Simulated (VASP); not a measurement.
A run of VASP 6.6.1 is set up as follows.

INCAR

```
SYSTEM = Si8O15
PREC = Accurate
ENCUT = 520
EDIFF = 1E-7
ISMEAR = 0
SIGMA = 0.02
LREAL = Auto
LASPH = .TRUE.
NELM = 150
ALGO = Normal
ISIF = 2
LWAVE = .FALSE.
LCHARG = .TRUE.
ISPIN = 2
MAGMOM = 0 0 0 0 0 0 0 0 0 0 0 0 0 0 0 0 0 0 0 0 0 0.05 0
LORBIT = 11
GGA = PE
LELF = .TRUE.
LVHAR = .TRUE.
NELECT = 121.0
NBANDS = 82
```

File KPOINTS:

```
Automatic mesh
0
G
  2 2 3
  0 0 0
```

The input POSCAR:

```
Si8O15
1.0
   -4.1564000000     -4.1564000000      0.0000000000
    4.1564000000     -4.1564000000      0.0000000000
    0.0000000000      0.0000000000      5.3204000000
Si O
8 15
Direct
    0.5006133914      0.5045728274      0.0221983310
    0.0004339092      0.5006398566      0.2501441621
    0.5005555288      0.5045597151      0.4780990151
    0.0005308681      0.4969320806      0.7501449139
    0.0003969782     -0.0009962949     -0.0004529735
    0.5004181503      0.0065448465      0.2501420946
    0.0003878356     -0.0009936483      0.5007407338
    0.5003868733     -0.0478387547      0.7501413428
    0.1965622895      0.5023379607      0.0054073002
    0.0004052786      0.1927715090      0.2501428464
    0.8040723944      0.5021062698      0.0053465905
    0.0001479646      0.8067332307      0.2501477333
    0.1965606053      0.5023353142      0.4948761371
    0.0004493071      0.1948718843      0.7501458537
    0.8040732365      0.5021027813      0.4949362830
    0.0001948802      0.8029751708      0.7501404030
    0.6916940141      0.0031806371     -0.0057993760
    0.5003843470      0.7044128332      0.2501524321
    0.3089931190      0.0028676258     -0.0058083979
    0.5000981619      0.3032927533      0.2501396512
    0.6916923299      0.0031864113      0.5060916472
    0.4999900154      0.4089542633      0.7501462296
    0.3089933596      0.0028743624      0.5060999173
```

Potentials or basis: VASP PAW PBE potentials, release 64 (Si, O).

The run is started by

```console
$ cat potpaw_PBE.64/Si/POTCAR potpaw_PBE.64/O/POTCAR > POTCAR
$ mpirun -np 1 vasp_std > vasp.out
```

Problem. What does it give for the largest force?

Solution. 3.555 eV/Å.

Problem. Predict the net moment.

Solution. 0.00 μB per cell.

Forces in eV/Å, atoms in the order of the input:
```
Si   0.137 -0.109 -0.440
Si   0.197 -0.185  0.000
Si   0.135 -0.113  0.437
Si   0.095 -0.084 -0.001
Si   0.083 -0.077 -0.038
Si   0.157 -0.142  0.000
Si   0.082 -0.077  0.038
Si   0.216 -0.212  0.000
O    0.210 -0.262 -0.108
O    0.147 -0.150  0.000
O    0.252 -0.219 -0.106
O    0.113 -0.118  0.000
O    0.210 -0.261  0.109
O    0.105 -0.106  0.000
O    0.253 -0.218  0.108
O    0.093 -0.098  0.002
O   -0.062  0.037 -0.058
O    0.093 -0.103  0.001
O   -0.038  0.058 -0.055
O    0.144 -0.161  0.001
O   -0.062  0.037  0.057
O   -2.523  2.505  0.003
O   -0.038  0.058  0.053
```

Caveat: the k points lie up to 0.53 Å⁻¹ apart; the cell carries a net charge on a neutralising background, which shifts energy and pressure.
